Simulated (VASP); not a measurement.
A run of VASP 6.6.1:

File INCAR:

```
PREC = Accurate ; ENCUT = 520
EDIFF = 1E-6 ; ISMEAR = 0
SIGMA = 0.1 ; LREAL = Auto
LASPH = True ; NELM = 100
ALGO = Fast ; ISIF = 2
LWAVE = False ; LCHARG = False
GGA = PE ; NBANDS = 104
```

KPOINTS

```
Automatic mesh
0
Gamma
  5 5 5
```

POSCAR

```
Al4Mo7W5
1.0
    6.3131600000     -0.0002320000      0.0054690000
   -0.0002320000      6.3177240000     -0.0000480000
    0.0055080000     -0.0000480000      6.3021130000
Al Mo W
4 7 5
Direct
    0.0002124582      0.9987674440      0.0022715113
    0.0002693864      0.5001146200      0.4990101489
    0.2505450277      0.7498491335      0.2495696082
    0.7508881925      0.7497472773      0.7515597283
    0.4997526507      0.0058109595      0.0009627759
    0.2559849300      0.2490349291      0.2500719224
    0.5005351392      0.4990608284      0.0005424036
    0.5004314180      0.9986953607      0.5008591245
    0.7492357279      0.2490222672      0.2513306514
    0.2497301603      0.2491483074      0.7499443601
    0.7431046083      0.7493721826      0.2507014587
    0.0002444053      0.4912883668      0.0005823936
    0.0003456765      0.0071033856      0.5007373934
    0.4997206104      0.4926592865      0.5000444248
    0.7438723511      0.2489899030      0.7512481102
    0.2577670910      0.7492547659      0.7507762894
```

Potentials or basis: VASP PAW PBE potentials, release 64 (Al, Mo_sv, W_sv).

The run is started by

```sh
$ cat potpaw_PBE.64/Al/POTCAR potpaw_PBE.64/Mo_sv/POTCAR potpaw_PBE.64/W_sv/POTCAR > POTCAR
$ mpirun -np 1 vasp_std > vasp.out
```

Hardware: 1 thread of Oxide Virtual Turin-like Processor (shared host).

Question: How long does it take, and how much memory?

Answer: Wall time 67 min on 1 thread of Oxide Virtual Turin-like Processor (shared host), peak memory 0.97 GiB. Counts: scf iterations 19, k points 63.
